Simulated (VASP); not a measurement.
Write the native input for VASP 6.6.1 that does the following.

* Task: single point
* Functional: r2SCAN
* Potentials or basis: VASP PAW PBE potentials, release 64 (Sn_d)
* Cutoff: 520 eV
* k mesh: 12 × 12 × 12
* Occupations: gaussian, width 0.1 eV
* Spin: no spin polarisation
* Dipole correction: no
* Further INCAR settings: ALGO = Normal; EDIFF = 1e-07; NBANDS = 21

Sn:

```
CELL_PARAMETERS angstrom
0.00000 3.34760 3.34760
3.34760 0.00000 3.34760
3.34760 3.34760 0.00000
ATOMIC_POSITIONS crystal
Sn 0.00000 0.00000 0.00000
Sn 0.25000 0.25000 0.25000
```

This isn't the form of Sn at room conditions, which is tetragonal (white tin).

These files were run (other wordings do the same):

POSCAR

```
Sn
1.0
    0.0000000000      3.3476045591      3.3476045591
    3.3476045591      0.0000000000      3.3476045591
    3.3476045591      3.3476045591      0.0000000000
Sn
2
Direct
    0.0000000000      0.0000000000      0.0000000000
    0.2500000000      0.2500000000      0.2500000000
```

INCAR.step1

```
SYSTEM = Sn
PREC = Accurate
ENCUT = 520
ISMEAR = 0
SIGMA = 0.1
LREAL = .False.
LASPH = .True.
NELM = 60
NBANDS = 21
GGA = PE
ALGO = Normal
EDIFF = 1E-4
LWAVE = .True.
LCHARG = .False.
```

INCAR.step2

```
SYSTEM = Sn
PREC = Accurate
ENCUT = 520
EDIFF = 1E-7
ISMEAR = 0
SIGMA = 0.1
LREAL = .False.
LASPH = .True.
NELM = 60
ALGO = Normal
ISIF = 2
LWAVE = .False.
LCHARG = .True.
METAGGA = R2SCAN
LMIXTAU = .True.
LELF = .True.
LVHAR = .True.
NBANDS = 21
ISTART = 1
```

KPOINTS

```
Automatic mesh
0
Gamma
  12 12 12
  0 0 0
```

Potentials or basis: VASP PAW PBE potentials, release 64 (Sn_d).

The run is started by

```console
$ cat potpaw_PBE.64/Sn_d/POTCAR > POTCAR
$ cp INCAR.step1 INCAR
$ mpirun -np 1 vasp_std > vasp.out
$ cp INCAR.step2 INCAR
$ mpirun -np 1 vasp_std > vasp.out
```

Results of the run:

The pressure is -2.2 GPa and the band gap on the k mesh is zero (bands 14 and 15 overlap by 0.06 eV).

Caveat: the PAW data sets were made with another functional, which shifts forces and pressure a little; spin-orbit coupling is left out, which moves the levels of the heavy elements.

Run time: 6.3 min on 1 thread of Intel Xeon 8259CL (shared host), peak memory 0.27 GiB.
